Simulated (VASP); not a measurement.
TiO2:

```xyz
6
Lattice="4.5922 0.0000 0.0000 0.0000 4.5922 0.0000 0.0000 0.0000 2.9574" Properties=species:S:1:pos:R:3 pbc="T T T"
Ti    0.0000    0.0000    0.0000
Ti    2.2961    2.2961    1.4787
O     1.4004    1.4004    0.0000
O     0.8957    3.6965    1.4787
O     3.1918    3.1918    0.0000
O     3.6965    0.8957    1.4787
```

```yaml
Program: VASP 6.6.1
Task: relaxation of cell and atoms
Functional: PBE
Potentials_or_basis: VASP PAW PBE potentials, release 64 (Ti_sv, O)
Cutoff: 600 eV
k_mesh: 6 × 6 × 10
Occupations: gaussian, width 0.02 eV
Spin: no spin polarisation
```

At the start: pressure 5.8 GPa; volume 10.39 Å³/atom.

Question: How do energy, volume and symmetry change on relaxing?

Answer: Over 8 steps the energy falls by 5.0 meV/atom and the volume is 10.67 Å³/atom (+2.6 %); space group P4_2/mnm (No. 136, to 0.05 Å).

The path:
```csv
step,energy change (eV),largest force (eV/Å),pressure (GPa),volume (Å³)
1,0.0000,0.1241,5.83,62.37
2,0.0143,0.2347,-6.47,65.84
3,-0.0277,0.0461,-0.02,63.89
4,-0.0277,0.0429,0.08,63.86
5,-0.0295,0.0151,0.09,63.94
6,-0.0297,0.0018,0.10,63.98
7,-0.0297,0.0042,-0.11,64.05
8,-0.0298,0.0026,-0.01,64.01
```

Final structure:
```cif
data_structure
_symmetry_space_group_name_H-M 'P 1'
_symmetry_Int_Tables_number 1
_cell_length_a 4.6450
_cell_length_b 4.6450
_cell_length_c 2.9668
_cell_angle_alpha 90.000
_cell_angle_beta 90.000
_cell_angle_gamma 90.000
_cell_volume 64.01
loop_
_atom_site_label
_atom_site_type_symbol
_atom_site_fract_x
_atom_site_fract_y
_atom_site_fract_z
_atom_site_occupancy
Ti1 Ti 0.00000 0.00000 0.00000 1
Ti2 Ti 0.50000 0.50000 0.50000 1
O1 O 0.30496 0.30496 0.00000 1
O2 O 0.19504 0.80496 0.50000 1
O3 O 0.69504 0.69504 0.00000 1
O4 O 0.80496 0.19504 0.50000 1
```
